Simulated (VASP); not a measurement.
A run of VASP 6.6.1 is set up as follows.

The input INCAR:

```
SYSTEM = MgSi3N
  PREC = Accurate
  ENCUT = 600
  EDIFF = 1E-7
  ISMEAR = 0
  SIGMA = 0.1
  LREAL = .False.
  LASPH = .True.
  NELM = 80
  ALGO = Normal
  ISIF = 3
  LWAVE = .False.
  LCHARG = .False.
  GGA = PE
  IBRION = 2
  NSW = 100
  EDIFFG = -0.01
```

The input KPOINTS:

```
Automatic mesh
0
Gamma
  10 10 8
  0 0 0
```

The input POSCAR:

```
MgSi3N
1.0
    2.3542551779     -4.1324932451      0.0000000000
    2.3542551779      4.1324932451      0.0000000000
    0.0000000000      0.0000000000      5.1737761196
Mg Si N
1 3 1
Direct
    0.0000000000      0.0000000000      0.5000000000
    0.7101311168      0.2898688832      0.0000000000
    0.2898688832      0.7101311168      0.0000000000
    0.0000000000      0.0000000000      0.0000000000
    0.5000000000      0.5000000000      0.0000000000
```

Potentials or basis: VASP PAW PBE potentials, release 64 (Mg, Si, N).

Command:

```sh
$ cat potpaw_PBE.64/Mg/POTCAR potpaw_PBE.64/Si/POTCAR potpaw_PBE.64/N/POTCAR > POTCAR
$ mpirun -np 1 vasp_std > vasp.out
```

Estimate the space group after relaxing (to 0.05 Å).

Cmmm (No. 65).

Predict the relaxed cell.

a = 4.735 Å, b = 4.735 Å, c = 5.165 Å, α = 90.00°, β = 90.00°, γ = 121.22°.

Forces on the atoms (eV/Å):
```
Mg   0.000  0.000  0.000
Si   0.000  0.004  0.000
Si   0.000 -0.004  0.000
Si   0.000  0.000  0.000
N    0.000  0.000  0.000
```
